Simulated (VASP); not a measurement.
# AlP (F-43m) in VASP: G0W0 quasiparticle levels with PBE

Aim: the G0W0 quasiparticle levels of AlP with PBE.

Program: VASP 6.6.1. These are calculated values, not measurements. Logs are shortened: lines on timing, memory, paths and dates and some standing lists are left out, and cuts for length are marked.

## (1) The cell of the first run

It takes space group F-43m (No. 216, cubic). The conventional cell has a = 5.479 Å, b = 5.479 Å, c = 5.479 Å, α = 90.00°, β = 90.00°, γ = 90.00°. Al (site symmetry -43m) has 4 P at 2.37 Å within 3.1 Å. Within 3.1 Å of P (site symmetry -43m) lie 4 Al at 2.37 Å.

## (2) G0W0 quasiparticle levels, PBE

The input, POSCAR:

```
AlP
1.0
    0.0000000000      2.7392572093      2.7392572093
    2.7392572093      0.0000000000      2.7392572093
    2.7392572093      2.7392572093      0.0000000000
Al P
1 1
Direct
    0.0000000000      0.0000000000      0.0000000000
    0.2500000000      0.2500000000      0.2500000000
```

The input, INCAR.step1:

```
  PREC = Accurate
  ENCUT = 500
  EDIFF = 1E-8
  ISMEAR = 0
  SIGMA = 0.01
  LREAL = False
  LASPH = True
  NELM = 80
  ALGO = Normal
  LWAVE = True
  LCHARG = False
  GGA = PE
```

The input, INCAR.step2:

```
  PREC = Accurate
  ENCUT = 500
  EDIFF = 1E-8
  ISMEAR = 0
  SIGMA = 0.01
  LREAL = False
  LASPH = True
  NELM = 1
  ALGO = Exact
  LWAVE = True
  LCHARG = False
  GGA = PE
  NBANDS = 64
  LOPTICS = True
  ISTART = 1
```

The input, INCAR.step3:

```
  PREC = Accurate
  ENCUT = 500
  EDIFF = 1E-8
  ISMEAR = 0
  SIGMA = 0.01
  LREAL = False
  LASPH = True
  ALGO = EVGW0
  LWAVE = False
  LCHARG = False
  GGA = PE
  NELMGW = 1
  NBANDS = 64
  ENCUTGW = 80.0
  NOMEGA = 48
  PRECFOCK = Fast
  ISTART = 1
  NBANDSGW = 12
```

The input, KPOINTS:

```
Automatic mesh
0
Gamma
  4 4 4
```

Potentials or basis: VASP PAW PBE potentials, release 64 (Al_GW, P_GW).

Command:

```console
> cat potpaw_PBE.64/Al_GW/POTCAR potpaw_PBE.64/P_GW/POTCAR > POTCAR
> cp INCAR.step1 INCAR
> mpirun -np 1 vasp_std > vasp.out
> cp INCAR.step2 INCAR
> mpirun -np 1 vasp_std > vasp.out
> cp INCAR.step3 INCAR
> mpirun -np 1 vasp_std > vasp.out
```

OUTCAR:

```text
PREC = Accurate
   ENCUT = 500
   EDIFF = 1E-8
   ISMEAR = 0
   LREAL = False
   LASPH = True
   GGA = PE
   NELMGW = 1
   ENCUTGW = 80.0
   PRECFOCK = Fast
   ISTART = 1

 ion  position               nearest neighbor table
   1  0.000  0.000  0.000-   2 2.37   2 2.37   2 2.37   2 2.37
   2  0.250  0.250  0.250-   1 2.37   1 2.37   1 2.37   1 2.37

  LATTYP: Found a face centered cubic cell.
 ALAT       =     5.4785144186

  Lattice vectors:

 A1 = (   0.0000000000,   2.7392572093,   2.7392572093)
 A2 = (   2.7392572093,   0.0000000000,   2.7392572093)
 A3 = (   2.7392572093,   2.7392572093,   0.0000000000)

Analysis of symmetry for initial positions (statically):
=====================================================================
 Subroutine PRICEL returns:
 Original cell was already a primitive cell.

 Routine SETGRP: Setting up the symmetry group for a
 face centered cubic supercell.

 Subroutine GETGRP returns: Found 24 space group operations
 (whereof 24 operations were pure point group operations)
 out of a pool of 48 trial point group operations.

The static configuration has the point symmetry T_d .

Analysis of symmetry for dynamics (positions and initial velocities):
=====================================================================
 Subroutine PRICEL returns:
 Original cell was already a primitive cell.

 Routine SETGRP: Setting up the symmetry group for a
 face centered cubic supercell.

 Subroutine GETGRP returns: Found 24 space group operations
 (whereof 24 operations were pure point group operations)
 out of a pool of 48 trial point group operations.

The dynamic configuration has the point symmetry T_d .

 Subroutine INISYM returns: Found 24 space group operations
 (whereof 24 operations are pure point group operations),
 and found     1 'primitive' translations

----------------------------------------------------------------------------------------

[... 71 lines left out ...]
   LSORBIT =      F    spin-orbit coupling
   LASPH  =      T    aspherical Exc in radial PAW
   ENCUT  =  500.0 eV  36.75 Ry    6.06 a.u.   7.06  7.06  7.06*2*pi/ulx,y,z
   NELM   =     60;   NELMIN=  2; NELMDL=  0     # of ELM steps
   EDIFF  = 0.1E-07   stopping-criterion for ELM
   LREAL  =      F    real-space projection
   EDIFFG = 0.1E-06   stopping-criterion for IOM
   NSW    =      0    number of steps for IOM
   IBRION =     -1    ionic relax: 0-MD 1-quasi-New 2-CG
   NFREE  =      0    steps in history (QN), initial steepest desc. (CG)
   ISIF   =      0    stress and relaxation
   ISYM   =      3    0-nonsym 1-usesym 2-fastsym
   POTIM  = 0.5000    time-step for ionic-motion
   TEBEG  =    0.0;   TEEND  =   0.0 temperature during run
   PSTRESS=    0.0 pullay stress
   NELECT =       8.0000    total number of electrons
   NUPDOWN=      -1.0000    fix difference up-down
   EMIN   =  10.00;   EMAX   =-10.00  energy-range for DOS
   EFERMI =   0.00;   METHOD = LEGACY
   ISMEAR =     0;   SIGMA  =   0.01  broadening in eV -4-tet -1-fermi 0-gaus
   EFERMI_NEDOS =   21; number of points for ismear=-14 and -15
   IALGO  =     38    algorithm
   IMIX   =      4    mixing-type and parameters
     AMIX     =   0.40;   BMIX     =  1.00
     AMIX_MAG =   1.60;   BMIX_MAG =  1.00
  volume/ion in A,a.u.               =      20.55       138.71
  Fermi-wavevector in a.u.,A,eV,Ry     =   0.948700  1.792782 12.245662  0.900031
  Thomas-Fermi vector in A             =   2.076913
   LORBIT       =      0    0 simple, 1 ext, 2 COOP (PROOUT), +10 PAW based schemes
   GGA     = PE    functional components
   LHFCALC =     T    Hartree Fock is set to
   PRECFOCK=fast      Normal, Fast or Accurate (Low or Medium for compatibility)
   ENCUT4O =  -1.0   cutoff for four orbital integrals eV
   NKREDX  =     1    reduce k-point grid by
   NKREDY  =     1    reduce k-point grid by
   NKREDZ  =     1    reduce k-point grid by
   AEXX    =    1.0000 exact exchange contribution
   HFSCREEN=    0.0000 screening length (either q_TF or 0.3 A-1)
   HFSCREENC=   0.0000 screening length for correlation (either q_TF or 0.3 A-1)
   ENCUTFOCK=  -1.0 apply spherical cutoff to Coloumb kernel
   IVDW    =     0    specifies the selected vdW correction
   LEPSILON=     F    determine dielectric tensor
   LRPA    =     F    only Hartree local field effects (RPA)
   LRPAFORCE           =     F    calculate RPA forces
   ENCUTGW             =  80.0    cutoff for response function in eV
   ENCUTGWSOFT         =  64.0    soft cutoff for Coulomb kernel in GW response function in eV
   ENCUTLF             =  -1.0    cutoff for local field effects
   NELMGW              =     1    number of iterations in solving QP/BSE equation
   NELMHF              =     1    number of iterations in the inner HF iteration
   NKREDLFX            =     1    NKREDLFY  =   1   NKREDLFZ  =   1
 non-spin polarized calculation
 Gauss-broadening in eV      SIGMA  =   0.01
  energy-cutoff  :      500.00
  volume of cell :       41.11
 maximum number of plane-waves:      1056
  NGX = 16; NGY = 16; NGZ = 16
   NGX = 15   NGY = 15   NGZ = 15
 maximum number of plane-waves:        70
 NGX is ok and might be reduce to    14

 QP shifts <psi_nk| G(iteration)W_0 |psi_nk>: iteration 1
 for sc-GW calculations column KS-energies equals QP-energies in previous step
 and V_xc(KS)=  KS-energies - (<T + V_ion + V_H > + <T+V_H+V_ion>^1  + <V_x>^1)

 k-point   1 :       0.0000    0.0000    0.0000
  band No.  KS-energies  QP-energies   sigma(KS)   V_xc(KS)     V^pw_x(r,r')   Z            occupation Imag(sigma)

      1      -7.6372      -8.0681     -11.7055     -11.0602     -18.3774       0.6679       2.0000       1.2872
      2       3.8176       3.4216     -12.4612     -11.9416     -14.1310       0.7621       2.0000       0.0666
      3       3.8176       3.4216     -12.4612     -11.9416     -14.1310       0.7621       2.0000       0.0666
      4       3.8176       3.4216     -12.4612     -11.9416     -14.1310       0.7621       2.0000       0.0666
      5       7.0246       7.4964      -9.5128     -10.1258      -5.4788       0.7698       0.0000      -0.0935
      6       8.3374       8.8083      -8.9988      -9.6196      -4.8139       0.7586       0.0000      -0.0995
      7       8.3374       8.8083      -8.9988      -9.6196      -4.8139       0.7586       0.0000      -0.0995
      8       8.3374       8.8083      -8.9988      -9.6196      -4.8139       0.7586       0.0000      -0.0995
      9      12.5969      13.1581      -9.1426      -9.8946      -4.1350       0.7462       0.0000      -0.2071
     10      12.5969      13.1581      -9.1426      -9.8946      -4.1350       0.7462       0.0000      -0.2071
     11      14.0218      14.0917      -7.6383      -7.7313      -2.2584       0.7516       0.0000      -0.3589
     12      16.0188      16.1029      -7.8734      -7.9851      -2.0791       0.7532       0.0000      -0.6095
[... 100 lines left out ...]
      1      -5.2716      -5.5389     -12.5627     -12.1773     -18.5356       0.6936       2.0000       0.8748
      2      -1.0944      -1.6511     -11.2208     -10.4299     -14.5903       0.7040       2.0000       0.2207
      3       0.6733       0.0705     -11.1878     -10.3637     -13.6706       0.7315       2.0000       0.1223
      4       1.0235       0.4524     -11.0312     -10.2583     -13.2708       0.7390       2.0000       0.1061
      5       8.1269       8.4149      -9.0580      -9.4347      -5.0660       0.7647       0.0000      -0.0984
      6       9.6919      10.2880      -9.7938     -10.5930      -5.2188       0.7460       0.0000      -0.1379
      7       9.9366      10.3018      -8.8293      -9.3114      -4.4501       0.7575       0.0000      -0.1259
      8      10.1374      10.5169      -8.7213      -9.2286      -3.8787       0.7480       0.0000      -0.1658
      9      15.0033      15.3722      -9.4771      -9.9856      -3.3696       0.7254       0.0000      -0.5208
     10      15.6448      16.3478     -10.1700     -11.1264      -4.2830       0.7350       0.0000      -0.5116
     11      17.0400      17.3847      -9.2984      -9.7610      -3.1705       0.7454       0.0000      -0.6986
     12      17.8907      18.5172      -9.8444     -10.6976      -3.6356       0.7343       0.0000      -0.7248
```

OUTCAR.step1:

```text
PREC = Accurate
   ENCUT = 500
   EDIFF = 1E-8
   ISMEAR = 0
   LREAL = False
[... 290 lines left out ...]
      0.00000      0.00000      0.00000         0.000000      0.000000      0.000000
      1.36963      1.36963      1.36963        -0.000000     -0.000000     -0.000000
 -----------------------------------------------------------------------------------
    total drift:                               -0.000001     -0.000001     -0.000001

  FREE ENERGIE OF THE ION-ELECTRON SYSTEM (eV)
  ---------------------------------------------------
  free  energy   TOTEN  =       -10.2827711563 eV

  energy  without entropy=      -10.2827711563  energy(sigma->0) =      -10.28277116
```

Wall time 58 s (1 thread of Intel Xeon Platinum 8488C (Sapphire Rapids), shared host); peak memory 0.37 GiB.

Results:

```yaml
Quasiparticle_gap: 2.14 eV
Least_direct_quasiparticle_gap: 4.07 eV
Band_gap_of_the_starting_levels_on_the_mesh: 1.58 eV
Least_direct_gap_of_the_starting_levels_on_the_mesh: 3.21 eV
```

Caveat: the k points lie up to 0.50 Å⁻¹ apart; bands, screening cutoff and mesh are small and nothing is extrapolated, so the quasiparticle values aren't converged.
